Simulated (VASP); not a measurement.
Input of a VASP 6.6.1 run:

INCAR

```
  PREC = Accurate
  ENCUT = 520
  EDIFF = 1E-7
  ISMEAR = 0
  SIGMA = 0.05
  LREAL = F
  LASPH = T
  NELM = 60
  ALGO = Normal
  ISIF = 2
  LWAVE = F
  LCHARG = F
  GGA = PE
  NBANDS = 11
```

File KPOINTS:

```
Automatic mesh
0
Gamma
  8 8 8
```

File POSCAR:

```
NaH
1.0
    0.0000000000      2.3180000000      2.3790000000
    2.3180000000      0.0000000000      2.3790000000
    2.3180000000      2.3180000000      0.0000000000
Na H
1 1
Direct
    0.0000000000      0.0000000000      0.0000000000
    0.5000000000      0.5000000000      0.5000000000
```

Potentials or basis: VASP PAW PBE potentials, release 64 (Na_pv, H).

Launch:

```bash
$ cat potpaw_PBE.64/Na_pv/POTCAR potpaw_PBE.64/H/POTCAR > POTCAR
$ mpirun -np 1 vasp_std > vasp.out
```

(1) Predict the pressure.

(2) Predict the band gap on the k mesh.

## Answers

(1) 2.8 GPa.

(2) 3.91 eV, indirect (least direct gap 4.83 eV).

Caveat: the cell differs from its parent crystal (strain -0.050 along x and y, -0.025 along z).
